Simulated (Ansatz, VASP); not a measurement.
## Ge in VASP and in Ansatz

Contents of INCAR:

```
PREC = Accurate
ENCUT = 520
EDIFF = 1E-6
ISMEAR = -1
SIGMA = 0.1
LREAL = F
LASPH = T
NELM = 150
ALGO = Normal
ISIF = 2
LWAVE = F
LCHARG = T
MAGMOM = 0 0 0
LORBIT = 11
LSORBIT = T
GGA_COMPAT = F
LORBMOM = T
GGA = PE
LVHAR = T
NBANDS = 25
```

KPOINTS

```
regular mesh
0
Gamma
  13 13 13
```

POSCAR

```
Ge
1.0
    0.0000000000      2.1385113409      2.1385113409
    2.1385113409      0.0000000000      2.1385113409
    2.1385113409      2.1385113409      0.0000000000
Ge
1
Direct
    0.0000000000      0.0000000000      0.0000000000
```

Input for Ansatz:

```yaml
crystal:
  lattice:
    - [0.0, 2.1385113409, 2.1385113409]
    - [2.1385113409, 0.0, 2.1385113409]
    - [2.1385113409, 2.1385113409, 0.0]
  atoms:
    - { symbol: Ge, position: [0.0, 0.0, 0.0] }
hamiltonian:
  xc: pbe
  pseudopotentials:
    kind: paw_fr
    azcp:
      Ge: "pseudopotentials/Ge.paw.azcp"
basis:
  ecutwfc: 420
  fft_grid_basis: typed
kpoints:
  mp_grid: { grid: [13, 13, 13], shift: [0, 0, 0] }
magnetization:
  noncollinear: true
  spin_orbit: true
scf:
  occupations: { method: fermi_dirac, width: 0.1 }
output:
  write_density: true
  write_potential: true
  elf: true
  volumetric_format: npy
```

Alike in both runs: task single point; functional PBE; k mesh 13 × 13 × 13; occupations fermi-dirac, width 0.1 eV; non-collinear spin, spin-orbit coupling.

|  | VASP | Ansatz |
| --- | --- | --- |
| version | VASP 6.6.1 | Ansatz 0.2.0 |
| potentials or method | VASP PAW PBE potentials, release 64 (Ge_d), cutoff 520 eV | plane waves (420 eV) with PAW, fully relativistic with spin-orbit coupling |
| valence electrons in the cell | 14 | 14 |

```tsv
	VASP	Ansatz	Ansatz less VASP
net moment per atom (μB)	0.00	0.00	0.000
```

The functional is the same, so the differences come from potentials, cutoffs and numerics.
